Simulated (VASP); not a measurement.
# BaS (Fm-3m) in VASP: notebook

BaS is run at these levels: PBE, revPBE; tasks: single point, relaxation of cell and atoms.

Program: VASP 6.6.1. These are calculated values, not measurements. Logs are shortened: lines on timing, memory, paths and dates and some standing lists are left out, and cuts for length are marked.

## Step 1: The cell of the first run

It takes space group Fm-3m (No. 225, cubic). The conventional cell has a = 6.388 Å, b = 6.388 Å, c = 6.388 Å, α = 90.00°, β = 90.00°, γ = 90.00°. Within 4.2 Å of Ba (site symmetry m-3m) lie 6 S at 3.19 Å. Within 4.2 Å of S (site symmetry m-3m) lie 6 Ba at 3.19 Å.

## Step 2: Single point, PBE

Input file INCAR:

```
SYSTEM = BaS
ALGO = Normal
EDIFF = 1E-6
ENCUT = 500
GGA = PE
GGA_COMPAT = .False.
ISIF = 2
ISMEAR = 0
LASPH = .True.
LCHARG = .False.
LREAL = .False.
LWAVE = .False.
NBANDS = 15
NELM = 120
PREC = Accurate
SIGMA = 0.02
```

Input file KPOINTS:

```
k-points
0
Gamma
  7 7 7
  0 0 0
```

Input file POSCAR:

```
BaS
1.0
    0.0000000000      3.1937500000      3.1937500000
    3.1937500000      0.0000000000      3.1937500000
    3.1937500000      3.1937500000      0.0000000000
Ba S
1 1
Direct
    0.0000000000      0.0000000000      0.0000000000
    0.5000000000      0.5000000000      0.5000000000
```

Potentials or basis: VASP PAW PBE potentials, release 64 (Ba_sv, S).

Started as:

```sh
cat potpaw_PBE.64/Ba_sv/POTCAR potpaw_PBE.64/S/POTCAR > POTCAR
mpirun -np 1 vasp_std > vasp.out
```

OUTCAR:

```text
SYSTEM = BaS
   EDIFF = 1E-6
   ENCUT = 500
   GGA = PE
   ISIF = 2
   ISMEAR = 0
   LASPH = .True.
   LREAL = .False.
   NELM = 120
   PREC = Accurate

 ion  position               nearest neighbor table
   1  0.000  0.000  0.000-   2 3.19   2 3.19   2 3.19   2 3.19   2 3.19   2 3.19
   2  0.500  0.500  0.500-   1 3.19   1 3.19   1 3.19   1 3.19   1 3.19   1 3.19

  LATTYP: Found a face centered cubic cell.
 ALAT       =     6.3875000000

  Lattice vectors:

 A1 = (   0.0000000000,   3.1937500000,   3.1937500000)
 A2 = (   3.1937500000,   0.0000000000,   3.1937500000)
 A3 = (   3.1937500000,   3.1937500000,   0.0000000000)

Analysis of symmetry for initial positions (statically):
=====================================================================
 Subroutine PRICEL returns:
 Original cell was already a primitive cell.

 Routine SETGRP: Setting up the symmetry group for a
 face centered cubic supercell.

 Subroutine GETGRP returns: Found 48 space group operations
 (whereof 48 operations were pure point group operations)
 out of a pool of 48 trial point group operations.

The static configuration has the point symmetry O_h .

Analysis of symmetry for dynamics (positions and initial velocities):
=====================================================================
 Subroutine PRICEL returns:
 Original cell was already a primitive cell.

 Routine SETGRP: Setting up the symmetry group for a
 face centered cubic supercell.

 Subroutine GETGRP returns: Found 48 space group operations
 (whereof 48 operations were pure point group operations)
 out of a pool of 48 trial point group operations.

The dynamic configuration has the point symmetry O_h .

 Subroutine INISYM returns: Found 48 space group operations
 (whereof 48 operations are pure point group operations),
 and found     1 'primitive' translations

----------------------------------------------------------------------------------------

                                     Primitive cell

  volume of cell :      65.1527

  direct lattice vectors                    reciprocal lattice vectors
     0.000000000  3.193750000  3.193750000    -0.156555773  0.156555773  0.156555773
     3.193750000  0.000000000  3.193750000     0.156555773 -0.156555773  0.156555773
     3.193750000  3.193750000  0.000000000     0.156555773  0.156555773 -0.156555773

  length of vectors
     4.516644565  4.516644565  4.516644565     0.271162553  0.271162553  0.271162553

  position of ions in fractional coordinates (direct lattice)
     0.000000000  0.000000000  0.000000000
     0.500000000  0.500000000  0.500000000

  ion indices of the primitive-cell ions
   primitive index   ion index
                 1           1
                 2           2

----------------------------------------------------------------------------------------

 KPOINTS: k-points

Automatic generation of k-mesh.
 Grid dimensions read from file:
 generate k-points for:    7    7    7

 Generating k-lattice:

  Cartesian coordinates                     Fractional coordinates (reciprocal lattice)
    -0.022365110  0.022365110  0.022365110     0.142857143  0.000000000  0.000000000
     0.022365110 -0.022365110  0.022365110     0.000000000  0.142857143  0.000000000
     0.022365110  0.022365110 -0.022365110     0.000000000  0.000000000  0.142857143

  Length of vectors
     0.038737508  0.038737508  0.038737508

  Shift w.r.t. Gamma in fractional coordinates (k-lattice)
     0.000000000  0.000000000  0.000000000

 Subroutine IBZKPT returns following result:
 ===========================================

 Found     20 irreducible k-points:

 Following reciprocal coordinates:
            Coordinates               Weight
  0.000000  0.000000  0.000000      1.000000
  0.142857  0.000000  0.000000      8.000000
  0.285714  0.000000  0.000000      8.000000
  0.428571  0.000000  0.000000      8.000000
  0.142857  0.142857  0.000000      6.000000
  0.285714  0.142857  0.000000     24.000000
[... 12 lines left out ...]
 -0.428571  0.428571  0.142857     24.000000
 -0.285714  0.428571  0.142857     24.000000
   k-points           NKPTS =     20   k-points in BZ     NKDIM =     20   number of bands    NBANDS=     15
   number of dos      NEDOS =    301   number of ions     NIONS =      2
   total plane-waves  NPLWV =  46656
   dimension x,y,z NGX =    36 NGY =   36 NGZ =   36
   dimension x,y,z NGXF=    72 NGYF=   72 NGZF=   72
   ions per type =               1   1
   NGX,Y,Z   is equivalent  to a cutoff of  13.25, 13.25, 13.25 a.u.
   NGXF,Y,Z  is equivalent  to a cutoff of  26.50, 26.50, 26.50 a.u.
 SYSTEM =  BaS
   PREC   = accura    normal or accurate (medium, high low for compatibility)
   ISTART =      0    job   : 0-new  1-cont  2-samecut
   ICHARG =      2    charge: 1-file 2-atom 10-const
   ISPIN  =      1    spin polarized calculation?
   LNONCOLLINEAR =      F non collinear calculations
   LSORBIT =      F    spin-orbit coupling
   LASPH  =      T    aspherical Exc in radial PAW
   ENCUT  =  500.0 eV  36.75 Ry    6.06 a.u.   8.23  8.23  8.23*2*pi/ulx,y,z
   NELM   =    120;   NELMIN=  2; NELMDL= -5     # of ELM steps
   EDIFF  = 0.1E-05   stopping-criterion for ELM
   LREAL  =      F    real-space projection
   EDIFFG = 0.1E-04   stopping-criterion for IOM
   NSW    =      0    number of steps for IOM
   IBRION =     -1    ionic relax: 0-MD 1-quasi-New 2-CG
   NFREE  =      0    steps in history (QN), initial steepest desc. (CG)
   ISIF   =      2    stress and relaxation
   ISYM   =      2    0-nonsym 1-usesym 2-fastsym
   POTIM  = 0.5000    time-step for ionic-motion
   TEBEG  =    0.0;   TEEND  =   0.0 temperature during run
   PSTRESS=    0.0 pullay stress
   NELECT =      16.0000    total number of electrons
   NUPDOWN=      -1.0000    fix difference up-down
   EMIN   =  10.00;   EMAX   =-10.00  energy-range for DOS
   EFERMI =   0.00;   METHOD = LEGACY
   ISMEAR =     0;   SIGMA  =   0.02  broadening in eV -4-tet -1-fermi 0-gaus
   EFERMI_NEDOS =   21; number of points for ismear=-14 and -15
   IALGO  =     38    algorithm
   IMIX   =      4    mixing-type and parameters
     AMIX     =   0.40;   BMIX     =  1.00
     AMIX_MAG =   1.60;   BMIX_MAG =  1.00
  volume/ion in A,a.u.               =      32.58       219.84
  Fermi-wavevector in a.u.,A,eV,Ry     =   1.025189  1.937326 14.299891  1.051012
  Thomas-Fermi vector in A             =   2.159016
   LORBIT       =      0    0 simple, 1 ext, 2 COOP (PROOUT), +10 PAW based schemes
   GGA     = PE    functional components
   LHFCALC =     F    Hartree Fock is set to
   AEXX    =    0.0000 exact exchange contribution
   IVDW    =     0    specifies the selected vdW correction
   LEPSILON=     F    determine dielectric tensor
   LRPA    =     F    only Hartree local field effects (RPA)
 non-spin polarized calculation
 Gauss-broadening in eV      SIGMA  =   0.02
  energy-cutoff  :      500.00
  volume of cell :       65.15
 maximum number of plane-waves:      1673
 NGX is ok and might be reduce to    36
   NGX = 17   NGY = 17   NGZ = 17

 number of electron      16.0000001 magnetization

 Free energy of the ion-electron system (eV)
  ---------------------------------------------------
  ext. energy  EPLUGINS =         0.00000000
  ---------------------------------------------------
  free energy    TOTEN  =       -10.18453578 eV

  energy without entropy =      -10.18453578  energy(sigma->0) =      -10.18453578

 E-fermi :   1.5773     XC(G=0):  -8.6259

 val. band max:        1.4539025761   @ k =   0.0000   0.0000   0.0000
 cond. band min:       3.6205322718   @ k =   0.4286   0.4286   0.0000
 fundamental gap:      2.1666296957
 Fermi energy:         1.5773203405

 k-point     1 :       0.0000    0.0000    0.0000
  band No.  band energies     occupation
      1     -24.6208      2.00000
      2      -9.6761      2.00000
      3      -9.6761      2.00000
      4      -9.6761      2.00000
      5      -8.9067      2.00000
      6       1.4539      2.00000
      7       1.4539      2.00000
      8       1.4539      2.00000
      9       5.0532      0.00000
     10       5.3225      0.00000
     11       5.3225      0.00000
     12       5.3225      0.00000
     13       6.2483      0.00000
     14       6.2483      0.00000
     15      10.1888      0.00000

 k-point     2 :       0.1429    0.0000    0.0000
  band No.  band energies     occupation
      1     -24.6124      2.00000
      2     -10.0431      2.00000
      3      -9.6835      2.00000
      4      -9.6835      2.00000
      5      -8.5222      2.00000
      6       0.9436      2.00000
      7       1.1885      2.00000
      8       1.1885      2.00000
      9       5.3361      0.00000
     10       5.6255      0.00000
     11       5.6255      0.00000
     12       5.8101      0.00000
     13       6.8329      0.00000
     14       6.8329      0.00000
     15      10.9877      0.00000

 k-point     3 :       0.2857    0.0000    0.0000
  band No.  band energies     occupation
      1     -24.5935      2.00000
      2     -10.5101      2.00000
      3      -9.6997      2.00000
      4      -9.6997      2.00000
      5      -8.0131      2.00000
      6       0.1127      2.00000
      7       0.7148      2.00000
      8       0.7148      2.00000
      9       5.6905      0.00000
     10       6.4574      0.00000
     11       6.4574      0.00000
     12       7.1587      0.00000
     13       8.2360      0.00000
     14       8.2360      0.00000
     15      12.0394      0.00000
[... 271 lines left out ...]
 k-point    19 :      -0.4286    0.4286    0.1429
  band No.  band energies     occupation
      1     -24.5649      2.00000
      2     -10.2762      2.00000
      3      -9.9445      2.00000
      4      -9.9140      2.00000
      5      -8.3934      2.00000
      6       0.5929      2.00000
      7       0.8309      2.00000
      8       1.1069      2.00000
      9       4.4463      0.00000
     10       7.2831      0.00000
     11       7.6332      0.00000
     12       8.5837      0.00000
     13       8.7996      0.00000
     14       9.5264      0.00000
     15      10.8838      0.00000

 k-point    20 :      -0.2857    0.4286    0.1429
  band No.  band energies     occupation
      1     -24.5635      2.00000
      2     -10.3131      2.00000
      3     -10.0369      2.00000
      4      -9.8907      2.00000
      5      -8.2358      2.00000
      6       0.3128      2.00000
      7       0.8650      2.00000
      8       0.9348      2.00000
      9       5.3865      0.00000
     10       6.2993      0.00000
     11       7.8671      0.00000
     12       8.5365      0.00000
     13       8.6794      0.00000
     14      10.6183      0.00000
     15      11.6462      0.00000

------------------------ aborting loop because EDIFF is reached ----------------------------------------

  FORCE on cell =-STRESS in cart. coord.  units (eV):
  Direction    XX          YY          ZZ          XY          YZ          ZX
  --------------------------------------------------------------------------------------
  -------------------------------------------------------------------------------------
  Total        0.5790060      0.5790060      0.5790060      0.0000000     -0.0000000     -0.0000000
  in kB       14.2383910     14.2383910     14.2383910      0.0000000     -0.0000000     -0.0000000
  external PRESSURE =      14.2383910 kB  Pullay stress =       0.0000000 kB

 VOLUME and BASIS-vectors are now :
 -----------------------------------------------------------------------------
  energy-cutoff  :      500.00
  volume of cell :       65.15
      direct lattice vectors                 reciprocal lattice vectors
     0.000000000  3.193750000  3.193750000    -0.156555773  0.156555773  0.156555773
     3.193750000  0.000000000  3.193750000     0.156555773 -0.156555773  0.156555773
     3.193750000  3.193750000  0.000000000     0.156555773  0.156555773 -0.156555773

 POSITION                                       TOTAL-FORCE (eV/Angst)
 -----------------------------------------------------------------------------------
      0.00000      0.00000      0.00000         0.000000      0.000000      0.000000
      3.19375      3.19375      3.19375        -0.000000     -0.000000     -0.000000
 -----------------------------------------------------------------------------------
    total drift:                                0.000000      0.000000      0.000000

  FREE ENERGIE OF THE ION-ELECTRON SYSTEM (eV)
  ---------------------------------------------------
  free  energy   TOTEN  =       -10.1845357796 eV

  energy  without entropy=      -10.1845357796  energy(sigma->0) =      -10.18453578
```

Run time: 37 s. Hardware: 1 thread of Intel Xeon 8259CL, shared host; peak memory 0.21 GiB.

Results:

| Property | Result |
| --- | --- |
| Free energy | -10.1845 eV |
| Pressure | 1.4 GPa |
| Band gap on the k mesh | 2.17 eV (least direct gap 2.31 eV) |

Caveat: spin-orbit coupling is left out, which moves the levels of the heavy elements; an odd mesh through Γ misses points on the zone boundary, where band edges can lie.

(Part 1 of 3 ends here.)
